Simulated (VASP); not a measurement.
The system is WS2, a slab with vacuum.

```
CELL_PARAMETERS angstrom
3.11853 0.00000 0.00000
-1.55926 2.70072 0.00000
0.00000 0.00000 16.60455
ATOMIC_POSITIONS crystal
W 0.00000 0.00000 0.00000
S 0.33333 0.66667 0.09200
S 0.33333 0.66667 0.90800
```

This cell differs from its parent crystal: volume scaled by 0.94.

Base run:

```yaml
Program: VASP 6.6.1
Functional: PBE
Potentials_or_basis: VASP PAW PBE potentials, release 64 (W_sv, S)
Cutoff: 520 eV
k_mesh: 10 × 10 × 2
Occupations: fermi-dirac, width 0.05 eV
Spin: no spin polarisation
```

Its results: band gap on the k mesh 2.19 eV, indirect (least direct gap 2.34 eV); largest force 1.489 eV/Å.

The run is repeated on the same cell with these changes: functional from PBE to r2SCAN. What comes out?

Band gap on the k mesh 2.30 eV, indirect (least direct gap 2.48 eV); largest force 1.236 eV/Å.

r2SCAN gives the wider gap, since meta-GGAs in the generalised Kohn-Sham scheme recover part of the derivative discontinuity.

Caveats: spin-orbit coupling is left out, which moves the levels of the heavy elements; the PAW data sets were made with another functional, which shifts forces and pressure a little (some runs).

A k mesh can miss the band edges.
